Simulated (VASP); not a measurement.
Wanted: the native input for a VASP 6.6.1 run.

| Quantity | Value |
| --- | --- |
| Task | single point |
| Functional | LDA |
| Potentials or basis | VASP PAW LDA potentials, release 64 (Al, N) |
| Cutoff | 520 eV |
| k mesh | 9 × 9 × 6 |
| Occupations | gaussian, width 0.05 eV |
| Spin | no spin polarisation |
| Dipole correction | no |
| Further INCAR settings | ALGO = Normal; EDIFF = 1e-07; NBANDS = 16 |

The structure of AlN lies in POSCAR:

```
AlN
1.0
    3.0608159216      0.0000000000      0.0000000000
   -1.5304079608      2.6507443444      0.0000000000
    0.0000000000      0.0000000000      5.1425804165
Al N
2 2
Direct
    0.3333333333      0.6666666667      0.0000000000
    0.6666666667      0.3333333333      0.5000000000
    0.3333333333      0.6666666667      0.3850000000
    0.6666666667      0.3333333333      0.8850000000
```

This cell differs from its parent crystal: ratio of the length along z to the lengths across it x 1.05, volume and fractional coordinates fixed.

The input as run:

INCAR

```
SYSTEM = AlN
  PREC = Accurate
  ENCUT = 520
  EDIFF = 1E-7
  ISMEAR = 0
  SIGMA = 0.05
  LREAL = .False.
  LASPH = .True.
  NELM = 80
  ALGO = Normal
  ISIF = 2
  LWAVE = .False.
  LCHARG = .False.
  GGA = CA
  NBANDS = 16
```

KPOINTS

```
regular mesh
0
Gamma
  9 9 6
  0 0 0
```

Potentials or basis: VASP PAW LDA potentials, release 64 (Al, N).

Command:

```sh
$ cat potpaw_LDA.64/Al/POTCAR potpaw_LDA.64/N/POTCAR > POTCAR
$ mpirun -np 1 vasp_std > vasp.out
```

Results of the run:

```json
{"Pressure": "-2.4 GPa", "Largest force": "0.602 eV/Å", "Band gap on the k mesh": "4.27 eV, direct"}
```

It took 17 s on 1 thread of Intel Xeon 6975P-C, on a shared host, peak memory 0.15 GiB.
